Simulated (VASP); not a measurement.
# NaH (F-43m) in VASP: notebook

Aim: see how the results for NaH move with the level of theory and the settings. Levels: PBE-based screened hybrid, HSE06, PBE-based global hybrid. Tasks: single point.

Program: VASP 6.6.1. These are calculated values, not measurements. Logs are shortened: lines on timing, memory, paths and dates and some standing lists are left out, and cuts for length are marked.

### 1 The cell of the first run

It takes space group F-43m (No. 216, cubic). The conventional cell has a = 5.194 Å, b = 5.194 Å, c = 5.194 Å, α = 90.00°, β = 90.00°, γ = 90.00°. Within 3.0 Å of Na (site symmetry -43m) lie 4 H at 2.25 Å. H (site symmetry -43m) has 4 Na at 2.25 Å within 3.0 Å.

### 2 Single point, PBE-based screened hybrid

File POSCAR:

```
NaH
1.0
    0.0000000000      2.5969210544      2.5969210544
    2.5969210544      0.0000000000      2.5969210544
    2.5969210544      2.5969210544      0.0000000000
Na H
1 1
Direct
    0.0000000000      0.0000000000      0.0000000000
    0.2500000000      0.2500000000      0.2500000000
```

File INCAR.step1:

```
ALGO = Normal
EDIFF = 1E-5
ENCUT = 520
GGA = PE
ISIF = 2
ISMEAR = 0
LASPH = T
LCHARG = F
LREAL = F
LWAVE = T
NBANDS = 11
NELM = 80
PREC = Accurate
SIGMA = 0.01
```

File INCAR.step2:

```
AEXX = 0.5
ALGO = Normal
EDIFF = 1E-6
ENCUT = 520
GGA = PE
HFSCREEN = 0.1
ISIF = 2
ISMEAR = 0
ISTART = 1
LASPH = T
LCHARG = F
LHFCALC = T
LREAL = F
LWAVE = F
NBANDS = 11
NELM = 80
PREC = Accurate
PRECFOCK = Normal
SIGMA = 0.01
```

File KPOINTS:

```
k-points
0
Gamma
  4 4 4
```

Potentials or basis: VASP PAW PBE potentials, release 64 (Na_pv, H).

Run with:

```bash
$ cat potpaw_PBE.64/Na_pv/POTCAR potpaw_PBE.64/H/POTCAR > POTCAR
$ cp INCAR.step1 INCAR
$ mpirun -np 1 vasp_std > vasp.out
$ cp INCAR.step2 INCAR
$ mpirun -np 1 vasp_std > vasp.out
```

OUTCAR:

```text
AEXX = 0.5
   EDIFF = 1E-6
   ENCUT = 520
   GGA = PE
   HFSCREEN = 0.1
   ISIF = 2
   ISMEAR = 0
   ISTART = 1
   LASPH = T
   LHFCALC = T
   LREAL = F
   NELM = 80
   PREC = Accurate
   PRECFOCK = Normal

 ion  position               nearest neighbor table
   1  0.000  0.000  0.000-
   2  0.250  0.250  0.250-

  LATTYP: Found a face centered cubic cell.
 ALAT       =     5.1938421088

  Lattice vectors:

 A1 = (   0.0000000000,   2.5969210544,   2.5969210544)
 A2 = (   2.5969210544,   0.0000000000,   2.5969210544)
 A3 = (   2.5969210544,   2.5969210544,   0.0000000000)

Analysis of symmetry for initial positions (statically):
=====================================================================
 Subroutine PRICEL returns:
 Original cell was already a primitive cell.

 Routine SETGRP: Setting up the symmetry group for a
 face centered cubic supercell.

 Subroutine GETGRP returns: Found 24 space group operations
 (whereof 24 operations were pure point group operations)
 out of a pool of 48 trial point group operations.

The static configuration has the point symmetry T_d .

Analysis of symmetry for dynamics (positions and initial velocities):
=====================================================================
 Subroutine PRICEL returns:
 Original cell was already a primitive cell.

 Routine SETGRP: Setting up the symmetry group for a
 face centered cubic supercell.

 Subroutine GETGRP returns: Found 24 space group operations
 (whereof 24 operations were pure point group operations)
 out of a pool of 48 trial point group operations.

The dynamic configuration has the point symmetry T_d .

 Subroutine INISYM returns: Found 24 space group operations
 (whereof 24 operations are pure point group operations),
 and found     1 'primitive' translations

----------------------------------------------------------------------------------------

                                     Primitive cell

  volume of cell :      35.0273

  direct lattice vectors                    reciprocal lattice vectors
     0.000000000  2.596921054  2.596921054    -0.192535695  0.192535695  0.192535695
     2.596921054  0.000000000  2.596921054     0.192535695 -0.192535695  0.192535695
     2.596921054  2.596921054  0.000000000     0.192535695  0.192535695 -0.192535695

  length of vectors
     3.672600976  3.672600976  3.672600976     0.333481606  0.333481606  0.333481606

  position of ions in fractional coordinates (direct lattice)
     0.000000000  0.000000000  0.000000000
     0.250000000  0.250000000  0.250000000

  ion indices of the primitive-cell ions
   primitive index   ion index
                 1           1
                 2           2

----------------------------------------------------------------------------------------

 KPOINTS: k-points

Automatic generation of k-mesh.
 Grid dimensions read from file:
 generate k-points for:    4    4    4

 Generating k-lattice:

  Cartesian coordinates                     Fractional coordinates (reciprocal lattice)
    -0.048133924  0.048133924  0.048133924     0.250000000  0.000000000  0.000000000
     0.048133924 -0.048133924  0.048133924     0.000000000  0.250000000  0.000000000
     0.048133924  0.048133924 -0.048133924     0.000000000  0.000000000  0.250000000

  Length of vectors
     0.083370401  0.083370401  0.083370401

  Shift w.r.t. Gamma in fractional coordinates (k-lattice)
     0.000000000  0.000000000  0.000000000

 Subroutine IBZKPT returns following result:
 ===========================================

 Found      8 irreducible k-points:

 Following reciprocal coordinates:
            Coordinates               Weight
  0.000000  0.000000  0.000000      1.000000
  0.250000  0.000000  0.000000      8.000000
  0.500000  0.000000  0.000000      4.000000
  0.250000  0.250000  0.000000      6.000000
  0.500000  0.250000  0.000000     24.000000
 -0.250000  0.250000  0.000000     12.000000
  0.500000  0.500000  0.000000      3.000000
 -0.250000  0.500000  0.250000      6.000000
   k-points           NKPTS =      8   k-points in BZ     NKDIM =     64   number of bands    NBANDS=     11
   number of dos      NEDOS =    301   number of ions     NIONS =      2
   total plane-waves  NPLWV =  21952
   dimension x,y,z NGX =    28 NGY =   28 NGZ =   28
   dimension x,y,z NGXF=    56 NGYF=   56 NGZF=   56
   ions per type =               1   1
   NGX,Y,Z   is equivalent  to a cutoff of  12.67, 12.67, 12.67 a.u.
   NGXF,Y,Z  is equivalent  to a cutoff of  25.35, 25.35, 25.35 a.u.
 SYSTEM =  unknown system
   PREC   = accura    normal or accurate (medium, high low for compatibility)
   ISTART =      1    job   : 0-new  1-cont  2-samecut
   ICHARG =      0    charge: 1-file 2-atom 10-const
   ISPIN  =      1    spin polarized calculation?
   LNONCOLLINEAR =      F non collinear calculations
   LSORBIT =      F    spin-orbit coupling
   LASPH  =      T    aspherical Exc in radial PAW
   ENCUT  =  520.0 eV  38.22 Ry    6.18 a.u.   6.83  6.83  6.83*2*pi/ulx,y,z
   NELM   =     80;   NELMIN=  2; NELMDL=  0     # of ELM steps
   EDIFF  = 0.1E-05   stopping-criterion for ELM
   LREAL  =      F    real-space projection
   EDIFFG = 0.1E-04   stopping-criterion for IOM
   NSW    =      0    number of steps for IOM
   IBRION =     -1    ionic relax: 0-MD 1-quasi-New 2-CG
   NFREE  =      0    steps in history (QN), initial steepest desc. (CG)
   ISIF   =      2    stress and relaxation
   ISYM   =      3    0-nonsym 1-usesym 2-fastsym
   POTIM  = 0.5000    time-step for ionic-motion
   TEBEG  =    0.0;   TEEND  =   0.0 temperature during run
   PSTRESS=    0.0 pullay stress
   NELECT =       8.0000    total number of electrons
   NUPDOWN=      -1.0000    fix difference up-down
   EMIN   =  10.00;   EMAX   =-10.00  energy-range for DOS
   EFERMI =   0.00;   METHOD = LEGACY
   ISMEAR =     0;   SIGMA  =   0.01  broadening in eV -4-tet -1-fermi 0-gaus
   EFERMI_NEDOS =   21; number of points for ismear=-14 and -15
   IALGO  =     38    algorithm
   IMIX   =      1    mixing-type and parameters
     AMIX     =   0.40;   BMIX     =  1.00
     AMIX_MAG =   1.60;   BMIX_MAG =  1.00
  volume/ion in A,a.u.               =      17.51       118.19
  Fermi-wavevector in a.u.,A,eV,Ry     =   1.000697  1.891044 13.624809  1.001395
  Thomas-Fermi vector in A             =   2.133071
   LORBIT       =      0    0 simple, 1 ext, 2 COOP (PROOUT), +10 PAW based schemes
   GGA     = PE    functional components
   LHFCALC =     T    Hartree Fock is set to
   PRECFOCK=normal    Normal, Fast or Accurate (Low or Medium for compatibility)
   ENCUT4O =  -1.0   cutoff for four orbital integrals eV
   NKREDX  =     1    reduce k-point grid by
   NKREDY  =     1    reduce k-point grid by
   NKREDZ  =     1    reduce k-point grid by
   AEXX    =    0.5000 exact exchange contribution
   HFSCREEN=    0.1000 screening length (either q_TF or 0.3 A-1)
   HFSCREENC=   0.1000 screening length for correlation (either q_TF or 0.3 A-1)
   ENCUTFOCK=  -1.0 apply spherical cutoff to Coloumb kernel
   IVDW    =     0    specifies the selected vdW correction
   LEPSILON=     F    determine dielectric tensor
   LRPA    =     F    only Hartree local field effects (RPA)
 non-spin polarized calculation
 Gauss-broadening in eV      SIGMA  =   0.01
  energy-cutoff  :      520.00
  volume of cell :       35.03
 maximum number of plane-waves:       960
  NGX = 24; NGY = 24; NGZ = 24

 number of electron       8.0000009 magnetization

 Free energy of the ion-electron system (eV)
  ---------------------------------------------------
  ext. energy  EPLUGINS =         0.00000000
  ---------------------------------------------------
  free energy    TOTEN  =        -6.69925731 eV

  energy without entropy =       -6.69925731  energy(sigma->0) =       -6.69925731

 E-fermi :  -3.7259     XC(G=0):  -4.3708

 val. band max:       -3.8286724604   @ k =  -0.2500   0.5000   0.2500
 cond. band min:       2.5237915256   @ k =   0.5000   0.0000   0.0000
 fundamental gap:      6.3524639860
 Fermi energy:        -3.7258955760

 k-point     1 :       0.0000    0.0000    0.0000
  band No.  band energies     occupation
      1     -30.3807      2.00000
      2     -30.3807      2.00000
      3     -30.3807      2.00000
      4      -7.1575      2.00000
      5       7.7519      0.00000
      6      13.0905      0.00000
      7      13.0905      0.00000
      8      13.0906      0.00000
      9      15.7427      0.00000
     10      15.7427      0.00000
     11      15.7427      0.00000

 k-point     2 :       0.2500    0.0000    0.0000
  band No.  band energies     occupation
      1     -30.4018      2.00000
      2     -30.3832      2.00000
      3     -30.3832      2.00000
      4      -6.1489      2.00000
      5       5.1756      0.00000
      6      11.1032      0.00000
      7      12.4282      0.00000
      8      12.4282      0.00000
      9      15.4471      0.00000
     10      15.4471      0.00000
     11      16.2298      0.00000

 k-point     3 :       0.5000    0.0000    0.0000
  band No.  band energies     occupation
      1     -30.4225      2.00000
      2     -30.3856      2.00000
      3     -30.3856      2.00000
      4      -4.6635      2.00000
      5       2.5238      0.00000
      6      10.2802      0.00000
      7      12.2656      0.00000
      8      12.2656      0.00000
      9      13.9014      0.00000
     10      13.9015      0.00000
     11      15.1433      0.00000

 k-point     4 :       0.2500    0.2500    0.0000
  band No.  band energies     occupation
      1     -30.4019      2.00000
      2     -30.3873      2.00000
      3     -30.3873      2.00000
      4      -5.8259      2.00000
      5       5.4901      0.00000
      6      10.4264      0.00000
      7      10.4264      0.00000
      8      10.5479      0.00000
      9      13.6626      0.00000
     10      17.2718      0.00000
     11      20.1899      0.00000

 k-point     5 :       0.5000    0.2500    0.0000
  band No.  band energies     occupation
      1     -30.4159      2.00000
      2     -30.3960      2.00000
      3     -30.3898      2.00000
      4      -4.3585      2.00000
      5       3.6936      0.00000
      6       7.0101      0.00000
      7      10.1383      0.00000
      8      10.2197      0.00000
      9      16.0131      0.00000
     10      17.2929      0.00000
     11      17.9470      0.00000

 k-point     6 :      -0.2500    0.2500    0.0000
  band No.  band energies     occupation
      1     -30.4109      2.00000
      2     -30.3969      2.00000
      3     -30.3856      2.00000
      4      -4.8520      2.00000
      5       3.9687      0.00000
      6       7.1687      0.00000
      7      11.5456      0.00000
      8      11.6758      0.00000
      9      15.5126      0.00000
     10      16.0828      0.00000
     11      18.1487      0.00000

 k-point     7 :       0.5000    0.5000    0.0000
  band No.  band energies     occupation
      1     -30.4218      2.00000
      2     -30.3939      2.00000
      3     -30.3939      2.00000
      4      -3.9283      2.00000
      5       4.1032      0.00000
      6       6.6095      0.00000
      7       9.2212      0.00000
      8       9.2212      0.00000
      9      12.0144      0.00000
     10      21.2638      0.00000
     11      23.5646      0.00000

 k-point     8 :      -0.2500    0.5000    0.2500
  band No.  band energies     occupation
      1     -30.4116      2.00000
      2     -30.4039      2.00000
      3     -30.3941      2.00000
      4      -3.8287      2.00000
      5       4.9424      0.00000
      6       5.1623      0.00000
      7       6.7226      0.00000
      8      13.8699      0.00000
      9      14.9930      0.00000
     10      16.9303      0.00000
     11      17.9045      0.00000

------------------------ aborting loop because EDIFF is reached ----------------------------------------

  FORCE on cell =-STRESS in cart. coord.  units (eV):
  Direction    XX          YY          ZZ          XY          YZ          ZX
  --------------------------------------------------------------------------------------
  -------------------------------------------------------------------------------------
  Total       -0.0489143     -0.0489143     -0.0489143     -0.0000000      0.0000000      0.0000000
  in kB       -2.2373822     -2.2373822     -2.2373822     -0.0000000      0.0000000      0.0000000
  external PRESSURE =      -2.2373822 kB  Pullay stress =       0.0000000 kB

 VOLUME and BASIS-vectors are now :
 -----------------------------------------------------------------------------
  energy-cutoff  :      520.00
  volume of cell :       35.03
      direct lattice vectors                 reciprocal lattice vectors
     0.000000000  2.596921054  2.596921054    -0.192535695  0.192535695  0.192535695
     2.596921054  0.000000000  2.596921054     0.192535695 -0.192535695  0.192535695
     2.596921054  2.596921054  0.000000000     0.192535695  0.192535695 -0.192535695

 POSITION                                       TOTAL-FORCE (eV/Angst)
 -----------------------------------------------------------------------------------
      0.00000      0.00000      0.00000         0.000000      0.000000      0.000000
      1.29846      1.29846      1.29846        -0.000000     -0.000000     -0.000000
 -----------------------------------------------------------------------------------
    total drift:                                0.000001     -0.000001     -0.000000

  FREE ENERGIE OF THE ION-ELECTRON SYSTEM (eV)
  ---------------------------------------------------
  free  energy   TOTEN  =        -6.6992573051 eV

  energy  without entropy=       -6.6992573051  energy(sigma->0) =       -6.69925731
```

Wall time 54 s (1 thread of Intel Xeon Platinum 8488C (Sapphire Rapids), shared host); peak memory 0.25 GiB.

What came out:

```
Free energy            : -6.6993 eV
Pressure               : -0.2 GPa
Band gap on the k mesh : 6.35 eV, indirect (least direct gap 7.19 eV)
```

Levels at points of the mesh, in eV from the valence-band top:
```tsv
k point	band 1	band 2	band 3	band 4	band 5	band 6	band 7	band 8	band 9
(0.00, 0.00, 0.00)	-26.55	-26.55	-26.55	-3.33	11.58	16.92	16.92	16.92	19.57
(0.50, 0.00, 0.00)	-26.59	-26.56	-26.56	-0.83	6.35	14.11	16.09	16.09	17.73
(0.50, 0.50, 0.00)	-26.59	-26.57	-26.57	-0.10	7.93	10.44	13.05	13.05	15.84
```

Caveat: the k points lie up to 0.52 Å⁻¹ apart; the PAW data sets were made with another functional, which shifts forces and pressure a little.

### 3 Single point, PBE-based screened hybrid

POSCAR is that of step 2.

File INCAR.step1:

```
SYSTEM = NaH
PREC     = Accurate       ! precision mode
ENCUT    = 520            ! plane-wave cutoff, eV
EDIFF    = 1E-5           ! SCF threshold, eV
ISMEAR   = 0              ! smearing method
SIGMA    = 0.01           ! smearing width, eV
LREAL    = .FALSE.        ! projectors in reciprocal space
LASPH    = .TRUE.         ! aspherical terms in the spheres
NELM     = 60             ! most SCF steps
ALGO     = Normal         ! electronic algorithm
ISIF     = 2              ! what is computed and relaxed
LWAVE    = .TRUE.         ! write WAVECAR
LCHARG   = .FALSE.        ! write CHGCAR
NBANDS   = 11             ! bands
GGA      = PE             ! functional
```

File INCAR.step2:

```
SYSTEM = NaH
PREC     = Accurate       ! precision mode
ENCUT    = 520            ! plane-wave cutoff, eV
EDIFF    = 1E-7           ! SCF threshold, eV
ISMEAR   = 0              ! smearing method
SIGMA    = 0.01           ! smearing width, eV
LREAL    = .FALSE.        ! projectors in reciprocal space
LASPH    = .TRUE.         ! aspherical terms in the spheres
NELM     = 60             ! most SCF steps
ALGO     = Normal         ! electronic algorithm
ISIF     = 2              ! what is computed and relaxed
LWAVE    = .FALSE.        ! write WAVECAR
LCHARG   = .FALSE.        ! write CHGCAR
GGA      = PE             ! functional
LHFCALC  = .TRUE.         ! exact exchange
AEXX     = 0.5            ! exact-exchange fraction
HFSCREEN = 0.5            ! screening, 1/A
PRECFOCK = Normal       
NBANDS   = 11             ! bands
ISTART   = 1
```

File KPOINTS:

```
regular mesh
0
G
  4 4 4
  0 0 0
```

Potentials or basis: VASP PAW PBE potentials, release 64 (Na_pv, H).

Run with:

```bash
$ cat potpaw_PBE.64/Na_pv/POTCAR potpaw_PBE.64/H/POTCAR > POTCAR
$ cp INCAR.step1 INCAR
$ mpirun -np 1 vasp_std > vasp.out
$ cp INCAR.step2 INCAR
$ mpirun -np 1 vasp_std > vasp.out
```

It took 72 s on 1 thread of Intel Xeon Platinum 8488C (Sapphire Rapids), shared host; peak memory 0.25 GiB.

The run converged. Its results:

```yaml
Free_energy: -5.7182 eV
Pressure: -0.1 GPa
Band_gap_on_the_k_mesh: 4.56 eV, indirect (least direct gap 5.29 eV)
```

Levels at points of the mesh, in eV from the valence-band top:
```tsv
k point	band 1	band 2	band 3	band 4	band 5	band 6	band 7	band 8	band 9
(0.00, 0.00, 0.00)	-26.12	-26.12	-26.12	-2.92	9.48	14.70	14.70	14.70	17.40
(0.50, 0.00, 0.00)	-26.16	-26.12	-26.12	-0.73	4.56	12.00	13.91	13.91	15.56
(0.50, 0.50, 0.00)	-26.16	-26.13	-26.13	-0.08	6.04	8.56	10.94	10.94	13.68
```

Caveat: the k points lie up to 0.52 Å⁻¹ apart; the PAW data sets were made with another functional, which shifts forces and pressure a little. A k mesh can miss the band edges.

### 4 Single point, HSE06

POSCAR is that of step 3.

File INCAR.step1:

```
SYSTEM = NaH
PREC = Accurate
ENCUT = 520
EDIFF = 1E-5
ISMEAR = 0
SIGMA = 0.01
LREAL = .False.
LASPH = .True.
NELM = 100
ALGO = Normal
ISIF = 2
LWAVE = .True.
NBANDS = 11
GGA = PE
```

File INCAR.step2:

```
SYSTEM = NaH
PREC = Accurate
ENCUT = 520
EDIFF = 1E-6
ISMEAR = 0
SIGMA = 0.01
LREAL = .False.
LASPH = .True.
NELM = 100
ALGO = Normal
ISIF = 2
LWAVE = .False.
LCHARG = .True.
GGA = PE
LHFCALC = .True.
HFSCREEN = 0.2079
PRECFOCK = Normal
LELF = .True.
LVHAR = .True.
NBANDS = 11
ISTART = 1
```

File KPOINTS:

```
regular mesh
0
Gamma
  4 4 4
  0 0 0
```

Run with:

```bash
$ cat potpaw_PBE.64/Na_pv/POTCAR potpaw_PBE.64/H/POTCAR > POTCAR
$ cp INCAR.step1 INCAR
$ mpirun -np 1 vasp_std > vasp.out
$ cp INCAR.step2 INCAR
$ mpirun -np 1 vasp_std > vasp.out
```

It took 50 s on 1 thread of Intel Xeon Platinum 8488C (Sapphire Rapids), shared host; peak memory 0.25 GiB.

Results (log left out):

- Free energy: -5.6538 eV
- Pressure: 0.1 GPa
- Band gap on the k mesh: 4.61 eV, indirect (least direct gap 5.38 eV)

Levels at points of the mesh, in eV from the valence-band top:
| k point | band 1 | band 2 | band 3 | band 4 | band 5 | band 6 | band 7 | band 8 |
| --- | --- | --- | --- | --- | --- | --- | --- | --- |
| (0.00, 0.00, 0.00) | -24.26 | -24.26 | -24.26 | -3.06 | 9.53 | 14.73 | 14.73 | 14.73 |
| (0.50, 0.00, 0.00) | -24.30 | -24.26 | -24.26 | -0.77 | 4.61 | 12.02 | 13.95 | 13.95 |
| (0.50, 0.50, 0.00) | -24.30 | -24.27 | -24.27 | -0.09 | 6.10 | 8.59 | 11.00 | 11.00 |

Caveat: the k points lie up to 0.52 Å⁻¹ apart; the PAW data sets were made with another functional, which shifts forces and pressure a little. A k mesh can miss the band edges.

[end of part 1 of 2]
